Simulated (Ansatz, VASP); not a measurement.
**ZnSe: VASP and Ansatz over several settings**

```xyz
2
Lattice="0.0000 2.8148 2.8148 2.8148 0.0000 2.8148 2.8148 2.8148 0.0000" Properties=species:S:1:pos:R:3 pbc="T T T"
Se    4.2222    4.2222    4.2222
Zn    0.0000    0.0000    0.0000
```

Single points on this cell with VASP 6.6.1 and Ansatz 0.2.0. Each row is one pair of runs. Alike in all rows: spin: off; smearing: fermi-dirac, width 0.05 eV.

```tsv
level	k mesh	VASP's potentials, cutoff	Ansatz's potentials, cutoff	gap on the k mesh at the Fermi level (eV), VASP	gap on the k mesh at the Fermi level (eV), Ansatz	least direct gap on the mesh (eV), VASP	least direct gap on the mesh (eV), Ansatz	pressure (GPa), VASP	pressure (GPa), Ansatz
r2SCAN50	4 × 4 × 4	VASP PAW PBE potentials, release 64 (Se, Zn), 520 eV	Ansatz PAW, 500 eV	5.25	5.18	5.25	5.18	0.8	1.4
HSE06	4 × 4 × 4	VASP PAW PBE potentials, release 64 (Se, Zn), 520 eV	Ansatz PAW, 420 eV	2.52	2.53	2.52	2.53	2.9	2.9
b88 exchange, pbe correlation	8 × 8 × 8	VASP PAW PBE potentials, release 64 (Se, Zn), 500 eV	Ansatz PAW, 420 eV	1.37	1.36	1.37	1.36	3.6	3.4
r2SCAN	8 × 8 × 8	VASP PAW PBE potentials, release 64 (Se, Zn), 520 eV	Ansatz PAW, 500 eV	1.96	?	1.96	?	1.4	?
```

Problem. Fill in what Ansatz gave in row 4.

Solution. gap on the k mesh at the Fermi level (eV): 1.95; least direct gap on the mesh (eV): 1.95; pressure (GPa): 1.3.

VASP's potentials hold 18 valence electrons a cell and Ansatz's 28, so a difference there can come from the potentials and not from the codes.

The k mesh is coarse in some rows, so the values compare programs but aren't converged.
